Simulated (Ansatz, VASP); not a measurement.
Mg3Be: VASP beside Ansatz

```xyz
4
Lattice="4.2253 0.0000 0.0000 0.0000 4.2253 0.0000 0.0000 0.0000 4.2253" Properties=species:S:1:pos:R:3 pbc="T T T"
Mg    0.0000    2.1127    2.1127
Mg    2.1127    0.0000    2.1127
Mg    2.1127    2.1127    0.0000
Be    0.0000    0.0000    0.0000
```

Alike in both runs: functional PBE; k mesh 12 × 12 × 12; occupations gaussian, width 0.1 eV; no spin polarisation.

Ansatz relaxed the structure, and its values are those at the end. VASP's run is a single point on that final structure, the one shown.

```csv
,VASP,Ansatz
version,VASP 6.6.1,Ansatz 0.2.0
potentials or method,"VASP PAW PBE potentials, release 64 (Mg, Be), cutoff 520 eV","scalar-relativistic, plane waves, PAW"
valence electrons in the cell,8,32
```

|  | VASP | Ansatz | Ansatz less VASP |
| --- | --- | --- | --- |
| gap on the k mesh at the Fermi level (eV) | none | none | - |
| pressure (GPa) | -0.1 | 0.0 | +0.11 |

A gap of «none» marks a metal or a gap that the smearing closes. VASP's potentials hold 8 valence electrons a cell and Ansatz's 32, so a difference there can come from the potentials and not from the codes.
